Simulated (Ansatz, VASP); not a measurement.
Zn in VASP and in Ansatz

```
CELL_PARAMETERS angstrom
2.61873 0.00000 0.00000
-1.30936 2.26788 0.00000
0.00000 0.00000 4.83890
ATOMIC_POSITIONS crystal
Zn 0.33333 0.66667 0.25000
Zn 0.66667 0.33333 0.75000
```

Alike in both runs: task single point; functional r2SCAN; k mesh 14 × 14 × 7; occupations fermi-dirac, width 0.01 eV; no spin polarisation.

|  | VASP | Ansatz |
| --- | --- | --- |
| version | VASP 6.6.1 | Ansatz 0.2.0 |
| potentials or method | VASP PAW PBE potentials, release 64 (Zn), cutoff 520 eV | plane waves (500 eV) with PAW, scalar-relativistic |
| valence electrons in the cell | 24 | 24 |

```csv
,VASP,Ansatz,Ansatz less VASP
pressure (GPa),0.5,0.0,-0.50
"traceless stress, the component that is largest in VASP (GPa)",-1.80,-1.69,+0.107
```

VASP's potentials were made for PBE, not for r2SCAN.
